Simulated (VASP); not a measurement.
Write the native input for VASP 6.6.1 that does the following.

| Property | Result |
| --- | --- |
| Task | single point |
| Functional | LDA |
| Potentials or basis | VASP PAW LDA potentials, release 64 (La, Te) |
| Cutoff | 520 eV |
| k mesh | 7 × 7 × 7 |
| Occupations | methfessel-paxton, width 0.5 eV |
| Spin | no spin polarisation |
| Dipole correction | no |
| Further INCAR settings | ALGO = Normal; EDIFF = 1e-06; NBANDS = 16 |

The structure of LaTe lies in POSCAR:

```
LaTe
1.0
    3.9360900000      0.0000000000      0.0000000000
    0.0000000000      3.9360900000      0.0000000000
    0.0000000000      0.0000000000      3.9360900000
La Te
1 1
Direct
    0.0000000000      0.0000000000      0.0000000000
    0.5000000000      0.5000000000      0.5000000000
```

These files were run (other wordings do the same):

INCAR

```
PREC = Accurate
ENCUT = 520
EDIFF = 1E-6
ISMEAR = 1
SIGMA = 0.5
LREAL = False
LASPH = True
NELM = 60
ALGO = Normal
ISIF = 2
LWAVE = False
LCHARG = False
NBANDS = 16
```

KPOINTS

```
Automatic mesh
0
Gamma
  7 7 7
```

Potentials or basis: VASP PAW LDA potentials, release 64 (La, Te).

The run is started by

```sh
$ cat potpaw_LDA.64/La/POTCAR potpaw_LDA.64/Te/POTCAR > POTCAR
$ mpirun -np 1 vasp_std > vasp.out
```

Results of the run:

| Quantity | Value |
| --- | --- |
| Pressure | -4.5 GPa |

It took 13 s on 1 thread of Intel(R) Xeon(R) Platinum 8488C (Sapphire Rapids), with other jobs on the host, peak memory 0.17 GiB.
